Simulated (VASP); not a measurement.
# GaP (F-43m) in VASP: a series of runs, part 2 of 2

VASP 6.6.1.

## (4) Single point, PBE (volume scaled by 0.96, then relaxed in part)

Input file INCAR:

```
PREC = Accurate
ENCUT = 520
EDIFF = 1E-6
ISMEAR = -1
SIGMA = 0.02
LREAL = F
LASPH = T
NELM = 80
ALGO = Normal
ISIF = 2
LWAVE = F
LCHARG = F
GGA = PE
NBANDS = 16
```

Input file KPOINTS:

```
Automatic mesh
0
Gamma
  14 14 14
```

Input file POSCAR:

```
GaP
1.0
    0.0000000000      2.6884177822      2.6884177822
    2.6884177822      0.0000000000      2.6884177822
    2.6884177822      2.6884177822      0.0000000000
Ga P
1 1
Direct
    0.0000000000      0.0000000000      0.0000000000
    0.2500000000      0.2500000000      0.2500000000
```

Command:

```sh
$ cat potpaw_PBE.64/Ga_d/POTCAR potpaw_PBE.64/P/POTCAR > POTCAR
$ mpirun -np 1 vasp_std > vasp.out
```

Run time: 21 s. Hardware: 1 thread of Intel Xeon 6975P-C (Granite Rapids), shared host; peak memory 0.19 GiB.

The run converged. Its results:

```
Free energy            : -9.0744 eV
Pressure               : 6.3 GPa
Band gap on the k mesh : 1.52 eV, indirect (least direct gap 2.17 eV)
```

Levels at points of the mesh, in eV from the valence-band top:
```csv
k point,band 6,band 7,band 8,band 9,band 10,band 11,band 12,band 13
"(0.00, 0.00, 0.00)",-12.81,0.00,0.00,0.00,2.17,3.88,3.88,3.88
"(0.50, 0.00, 0.00)",-10.60,-6.87,-1.18,-1.18,1.80,4.71,4.71,8.36
"(0.50, 0.50, 0.00)",-9.65,-6.95,-2.83,-2.83,1.57,1.78,10.90,10.90
```

Caveat: the cell differs from its parent crystal (volume scaled by 0.96, then relaxed in part). A k mesh can miss the band edges.

## (5) Single point, PBE (volume scaled by 0.98, then relaxed in part)

Input file INCAR:

```
SYSTEM = GaP
PREC = Accurate
ENCUT = 520
EDIFF = 1E-6
ISMEAR = -1
SIGMA = 0.02
LREAL = .False.
LASPH = .True.
NELM = 80
ALGO = Normal
ISIF = 2
LWAVE = .False.
LCHARG = .True.
GGA = PE
LELF = .True.
LVHAR = .True.
NBANDS = 16
```

Input file KPOINTS:

```
regular mesh
0
Gamma
  14 14 14
  0 0 0
```

Input file POSCAR:

```
GaP
1.0
    0.0000000000      2.7069591804      2.7069591804
    2.7069591804      0.0000000000      2.7069591804
    2.7069591804      2.7069591804      0.0000000000
Ga P
1 1
Direct
    0.0000000000      0.0000000000      0.0000000000
    0.2500000000      0.2500000000      0.2500000000
```

Command:

```sh
$ cat potpaw_PBE.64/Ga_d/POTCAR potpaw_PBE.64/P/POTCAR > POTCAR
$ mpirun -np 1 vasp_std > vasp.out
```

It took 21 s on 1 thread of Intel Xeon 6975P-C (Granite Rapids), shared host; peak memory 0.2 GiB.

The run converged. Its results:

| Quantity | Value |
| --- | --- |
| Free energy | -9.1014 eV |
| Pressure | 4.3 GPa |
| Band gap on the k mesh | 1.56 eV, indirect (least direct gap 2.00 eV) |

Levels at points of the mesh, in eV from the valence-band top:
| k point | band 6 | band 7 | band 8 | band 9 | band 10 | band 11 | band 12 | band 13 |
| --- | --- | --- | --- | --- | --- | --- | --- | --- |
| (0.00, 0.00, 0.00) | -12.65 | 0.00 | 0.00 | 0.00 | 2.00 | 3.88 | 3.88 | 3.88 |
| (0.50, 0.00, 0.00) | -10.51 | -6.75 | -1.15 | -1.15 | 1.73 | 4.72 | 4.72 | 8.32 |
| (0.50, 0.50, 0.00) | -9.59 | -6.85 | -2.75 | -2.75 | 1.61 | 1.80 | 10.75 | 10.75 |

Caveat: the cell differs from its parent crystal (volume scaled by 0.98, then relaxed in part). A k mesh can miss the band edges.

## (6) Single point, PBE

This run uses another cell than the first one, of 20.24 Å³/atom, 0.943 times its volume.

Input file INCAR:

```
PREC = Accurate ; ENCUT = 520
EDIFF = 1E-6 ; ISMEAR = -1
SIGMA = 0.02 ; LREAL = False
LASPH = True ; NELM = 80
ALGO = Normal ; ISIF = 2
LWAVE = False ; LCHARG = True
GGA = PE ; LELF = True
LVHAR = True ; NBANDS = 16
```

Input file KPOINTS:

```
Automatic mesh
0
Gamma
  14 14 14
```

Input file POSCAR:

```
GaP
1.0
    0.0000000000      2.7252500000      2.7252500000
    2.7252500000      0.0000000000      2.7252500000
    2.7252500000      2.7252500000      0.0000000000
Ga P
1 1
Direct
    0.0000000000      0.0000000000      0.0000000000
    0.2500000000      0.2500000000      0.2500000000
```

Potentials or basis: VASP PAW PBE potentials, release 64 (Ga_d, P).

Command:

```sh
$ cat potpaw_PBE.64/Ga_d/POTCAR potpaw_PBE.64/P/POTCAR > POTCAR
$ mpirun -np 1 vasp_std > vasp.out
```

OUTCAR:

```text
PREC = Accurate
   ENCUT = 520
   EDIFF = 1E-6
   ISMEAR = -1
   LREAL = False
   LASPH = True
   NELM = 80
   ISIF = 2
   GGA = PE

 ion  position               nearest neighbor table
   1  0.000  0.000  0.000-   2 2.36   2 2.36   2 2.36   2 2.36
   2  0.250  0.250  0.250-   1 2.36   1 2.36   1 2.36   1 2.36

  LATTYP: Found a face centered cubic cell.
 ALAT       =     5.4505000000

  Lattice vectors:

 A1 = (   0.0000000000,   2.7252500000,   2.7252500000)
 A2 = (   2.7252500000,   0.0000000000,   2.7252500000)
 A3 = (   2.7252500000,   2.7252500000,   0.0000000000)

Analysis of symmetry for initial positions (statically):
=====================================================================
 Subroutine PRICEL returns:
 Original cell was already a primitive cell.

 Routine SETGRP: Setting up the symmetry group for a
 face centered cubic supercell.

 Subroutine GETGRP returns: Found 24 space group operations
 (whereof 24 operations were pure point group operations)
 out of a pool of 48 trial point group operations.

The static configuration has the point symmetry T_d .

Analysis of symmetry for dynamics (positions and initial velocities):
=====================================================================
 Subroutine PRICEL returns:
 Original cell was already a primitive cell.

 Routine SETGRP: Setting up the symmetry group for a
 face centered cubic supercell.

 Subroutine GETGRP returns: Found 24 space group operations
 (whereof 24 operations were pure point group operations)
 out of a pool of 48 trial point group operations.

The dynamic configuration has the point symmetry T_d .

 Subroutine INISYM returns: Found 24 space group operations
 (whereof 24 operations are pure point group operations),
 and found     1 'primitive' translations

----------------------------------------------------------------------------------------

                                     Primitive cell

  volume of cell :      40.4808

  direct lattice vectors                    reciprocal lattice vectors
     0.000000000  2.725250000  2.725250000    -0.183469406  0.183469406  0.183469406
     2.725250000  0.000000000  2.725250000     0.183469406 -0.183469406  0.183469406
     2.725250000  2.725250000  0.000000000     0.183469406  0.183469406 -0.183469406

  length of vectors
     3.854085511  3.854085511  3.854085511     0.317778334  0.317778334  0.317778334

  position of ions in fractional coordinates (direct lattice)
     0.000000000  0.000000000  0.000000000
     0.250000000  0.250000000  0.250000000

  ion indices of the primitive-cell ions
   primitive index   ion index
                 1           1
                 2           2

----------------------------------------------------------------------------------------

 KPOINTS: Automatic mesh

Automatic generation of k-mesh.
 Grid dimensions read from file:
 generate k-points for:   14   14   14

 Generating k-lattice:

  Cartesian coordinates                     Fractional coordinates (reciprocal lattice)
    -0.013104958  0.013104958  0.013104958     0.071428571  0.000000000  0.000000000
     0.013104958 -0.013104958  0.013104958     0.000000000  0.071428571  0.000000000
     0.013104958  0.013104958 -0.013104958     0.000000000  0.000000000  0.071428571

  Length of vectors
     0.022698452  0.022698452  0.022698452

  Shift w.r.t. Gamma in fractional coordinates (k-lattice)
     0.000000000  0.000000000  0.000000000

 Subroutine IBZKPT returns following result:
 ===========================================

 Found    104 irreducible k-points:

 Following reciprocal coordinates:
            Coordinates               Weight
  0.000000  0.000000  0.000000      1.000000
  0.071429  0.000000  0.000000      8.000000
  0.142857  0.000000  0.000000      8.000000
  0.214286  0.000000  0.000000      8.000000
  0.285714  0.000000  0.000000      8.000000
  0.357143  0.000000  0.000000      8.000000
[... 16 lines left out ...]
  0.214286  0.142857  0.000000     24.000000
  0.285714  0.142857  0.000000     24.000000
 [... further k-points ...]
   k-points           NKPTS =    104   k-points in BZ     NKDIM =    104   number of bands    NBANDS=     16
   number of dos      NEDOS =    301   number of ions     NIONS =      2
   total plane-waves  NPLWV =  27000
   dimension x,y,z NGX =    30 NGY =   30 NGZ =   30
   dimension x,y,z NGXF=    60 NGYF=   60 NGZF=   60
   ions per type =               1   1
   NGX,Y,Z   is equivalent  to a cutoff of  12.94, 12.94, 12.94 a.u.
   NGXF,Y,Z  is equivalent  to a cutoff of  25.88, 25.88, 25.88 a.u.
 SYSTEM =  unknown system
   PREC   = accura    normal or accurate (medium, high low for compatibility)
   ISTART =      0    job   : 0-new  1-cont  2-samecut
   ICHARG =      2    charge: 1-file 2-atom 10-const
   ISPIN  =      1    spin polarized calculation?
   LNONCOLLINEAR =      F non collinear calculations
   LSORBIT =      F    spin-orbit coupling
   LASPH  =      T    aspherical Exc in radial PAW
   ENCUT  =  520.0 eV  38.22 Ry    6.18 a.u.   7.17  7.17  7.17*2*pi/ulx,y,z
   NELM   =     80;   NELMIN=  2; NELMDL= -5     # of ELM steps
   EDIFF  = 0.1E-05   stopping-criterion for ELM
   LREAL  =      F    real-space projection
   EDIFFG = 0.1E-04   stopping-criterion for IOM
   NSW    =      0    number of steps for IOM
   IBRION =     -1    ionic relax: 0-MD 1-quasi-New 2-CG
   NFREE  =      0    steps in history (QN), initial steepest desc. (CG)
   ISIF   =      2    stress and relaxation
   ISYM   =      2    0-nonsym 1-usesym 2-fastsym
   POTIM  = 0.5000    time-step for ionic-motion
   TEBEG  =    0.0;   TEEND  =   0.0 temperature during run
   PSTRESS=    0.0 pullay stress
   NELECT =      18.0000    total number of electrons
   NUPDOWN=      -1.0000    fix difference up-down
   EMIN   =  10.00;   EMAX   =-10.00  energy-range for DOS
   EFERMI =   0.00;   METHOD = LEGACY
   ISMEAR =    -1;   SIGMA  =   0.02  broadening in eV -4-tet -1-fermi 0-gaus
   EFERMI_NEDOS =   21; number of points for ismear=-14 and -15
   IALGO  =     38    algorithm
   IMIX   =      4    mixing-type and parameters
     AMIX     =   0.40;   BMIX     =  1.00
     AMIX_MAG =   1.60;   BMIX_MAG =  1.00
  volume/ion in A,a.u.               =      20.24       136.59
  Fermi-wavevector in a.u.,A,eV,Ry     =   1.249538  2.361284 21.243377  1.561344
  Thomas-Fermi vector in A             =   2.383574
   LORBIT       =      0    0 simple, 1 ext, 2 COOP (PROOUT), +10 PAW based schemes
   GGA     = PE    functional components
   LHFCALC =     F    Hartree Fock is set to
   AEXX    =    0.0000 exact exchange contribution
   IVDW    =     0    specifies the selected vdW correction
   LEPSILON=     F    determine dielectric tensor
   LRPA    =     F    only Hartree local field effects (RPA)
 non-spin polarized calculation
  energy-cutoff  :      520.00
  volume of cell :       40.48
 maximum number of plane-waves:      1106
 NGX is ok and might be reduce to    30
   NGX = 15   NGY = 15   NGZ = 15

 number of electron      17.9999989 magnetization

 Free energy of the ion-electron system (eV)
  ---------------------------------------------------
  ext. energy  EPLUGINS =         0.00000000
  ---------------------------------------------------
  free energy    TOTEN  =        -9.11854304 eV

  energy without entropy =       -9.11854304  energy(sigma->0) =       -9.11854304

 E-fermi :   5.0400     XC(G=0):  -9.8337

 val. band max:        4.6506601694   @ k =   0.0000   0.0000   0.0000
 cond. band min:       6.2429830054   @ k =   0.4286   0.4286   0.0000
 fundamental gap:      1.5923228361
 Fermi energy:         5.0399578032

 k-point     1 :       0.0000    0.0000    0.0000
  band No.  band energies     occupation
      1      -9.8982      2.00000
      2      -9.8982      2.00000
      3      -9.8982      2.00000
      4      -9.7984      2.00000
      5      -9.7984      2.00000
      6      -7.8408      2.00000
[... 8 lines left out ...]
     15      14.4391      0.00000
     16      14.4391      0.00000

 k-point     2 :       0.0714    0.0000    0.0000
  band No.  band energies     occupation
      1      -9.9029      2.00000
      2      -9.8966      2.00000
      3      -9.8966      2.00000
      4      -9.7985      2.00000
      5      -9.7985      2.00000
      6      -7.7741      2.00000
[... 8 lines left out ...]
     15      14.1588      0.00000
     16      14.1588      0.00000
[... 387 lines left out ...]
      5      -9.7925      2.00000
      6      -7.2569      2.00000
[... 8 lines left out ...]
     15      14.7901      0.00000
     16      15.7974      0.00000

 k-point    24 :       0.2857    0.1429    0.0000
  band No.  band energies     occupation
      1      -9.9539      2.00000
      2      -9.8765      2.00000
      3      -9.8740      2.00000
      4      -9.8073      2.00000
      5      -9.7906      2.00000
      6      -6.9122      2.00000
[... 8 lines left out ...]
     15      14.9289      0.00000
     16      16.0317      0.00000

 [... further k-points ...]
[... 5 lines left out ...]
  --------------------------------------------------------------------------------------
  -------------------------------------------------------------------------------------
  Total        0.6132225      0.6132225      0.6132225      0.0000000      0.0000000     -0.0000000
  in kB       24.2705502     24.2705502     24.2705502      0.0000000      0.0000000     -0.0000000
  external PRESSURE =      24.2705502 kB  Pullay stress =       0.0000000 kB

 VOLUME and BASIS-vectors are now :
 -----------------------------------------------------------------------------
  energy-cutoff  :      520.00
  volume of cell :       40.48
      direct lattice vectors                 reciprocal lattice vectors
     0.000000000  2.725250000  2.725250000    -0.183469406  0.183469406  0.183469406
     2.725250000  0.000000000  2.725250000     0.183469406 -0.183469406  0.183469406
     2.725250000  2.725250000  0.000000000     0.183469406  0.183469406 -0.183469406

 POSITION                                       TOTAL-FORCE (eV/Angst)
 -----------------------------------------------------------------------------------
      0.00000      0.00000      0.00000        -0.000000     -0.000000     -0.000000
      1.36262      1.36262      1.36262         0.000000      0.000000      0.000000
 -----------------------------------------------------------------------------------
    total drift:                                0.000002      0.000002      0.000002

  FREE ENERGIE OF THE ION-ELECTRON SYSTEM (eV)
  ---------------------------------------------------
  free  energy   TOTEN  =        -9.1185430418 eV

  energy  without entropy=       -9.1185430418  energy(sigma->0) =       -9.11854304
```

stdout:

```text
POSCAR found type information on POSCAR GaP
 POSCAR found :  2 types and       2 ions
 scaLAPACK will be used
 LDA part: xc-table for (Slater+PW92), standard interpolation
 POSCAR, INCAR and KPOINTS ok, starting setup
 FFT: planning ... GRIDC
 FFT: planning ... GRID_SOFT
 FFT: planning ... GRID
 WAVECAR not read
 entering main loop
```

Run time: 27 s. Hardware: 1 thread of Intel Xeon 6975P-C (Granite Rapids), shared host; peak memory 0.21 GiB.

What came out:

```
Free energy            : -9.1185 eV
Pressure               : 2.4 GPa
Band gap on the k mesh : 1.59 eV, indirect (least direct gap 1.83 eV)
```

Levels at points of the mesh, in eV from the valence-band top:
| k point | band 6 | band 7 | band 8 | band 9 | band 10 | band 11 | band 12 | band 13 |
| --- | --- | --- | --- | --- | --- | --- | --- | --- |
| (0.00, 0.00, 0.00) | -12.49 | 0.00 | 0.00 | 0.00 | 1.83 | 3.89 | 3.89 | 3.89 |
| (0.50, 0.00, 0.00) | -10.43 | -6.63 | -1.12 | -1.12 | 1.67 | 4.72 | 4.72 | 8.29 |
| (0.50, 0.50, 0.00) | -9.53 | -6.75 | -2.68 | -2.68 | 1.66 | 1.82 | 10.60 | 10.60 |

## (7) Summary

| task | cell | gap on the mesh (eV) | pressure (GPa) |
| --- | --- | --- | --- |
| relaxation of the atoms | atoms relaxed from a = 3.930 Å, angles 60.0°, 2 atoms | 1.35 | -2.0 |
| single point | a = 3.775 Å, angles 60.0°, 2 atoms | 1.48 | 8.6 |
| single point | a = 3.802 Å, angles 60.0°, 2 atoms | 1.52 | 6.3 |
| single point | a = 3.828 Å, angles 60.0°, 2 atoms | 1.56 | 4.3 |
| single point | a = 3.854 Å, angles 60.0°, 2 atoms | 1.59 | 2.4 |

Alike in all rows: level PBE; potentials or basis VASP PAW PBE potentials, release 64 (Ga_d, P); no spin polarisation; k mesh 14 × 14 × 14; cutoff (eV) 520; smearing fermi-dirac 0.02 eV.

Caveats: the relaxation stopped at its first step, so nothing moved (some runs).

Total energies depend on the potentials used, so only differences within one code and one set of settings carry meaning.
